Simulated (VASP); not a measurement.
A run of VASP 6.6.1 is set up as follows.

File INCAR:

```
SYSTEM = PbO2
  PREC = Accurate
  ENCUT = 520
  EDIFF = 1E-7
  ISMEAR = 0
  SIGMA = 0.05
  LREAL = .False.
  LASPH = .True.
  NELM = 100
  ALGO = Normal
  ISIF = 2
  LWAVE = .False.
  LCHARG = .False.
  GGA = PE
  NBANDS = 20
```

KPOINTS

```
Automatic mesh
0
Gamma
  12 12 12
  0 0 0
```

The input POSCAR:

```
PbO2
1.0
    1.7231622733      0.9948682024      4.4478535782
   -1.7231622733      0.9948682024      4.4478535782
    0.0000000000     -1.9897364047      4.4478535782
Pb O
1 2
Direct
    0.0000000000      0.0000000000      0.0000000000
    0.2556547323      0.2556547323      0.2556547323
    0.7443452677      0.7443452677      0.7443452677
```

Potentials or basis: VASP PAW PBE potentials, release 64 (Pb_d, O).

Command:

```console
$ cat potpaw_PBE.64/Pb_d/POTCAR potpaw_PBE.64/O/POTCAR > POTCAR
$ mpirun -np 1 vasp_std > vasp.out
```

Problem. Estimate the band gap on the k mesh.

Solution. 0.11 eV, indirect (least direct gap 0.17 eV).

Problem. Estimate the largest force.

Solution. 0.032 eV/Å.

Stress tensor (GPa, compression positive):
```
0.40 0.00 0.00
0.00 0.40 0.00
0.00 0.00 0.02
```

Caveat: spin-orbit coupling is left out, which moves the levels of the heavy elements. A k mesh can miss the band edges.
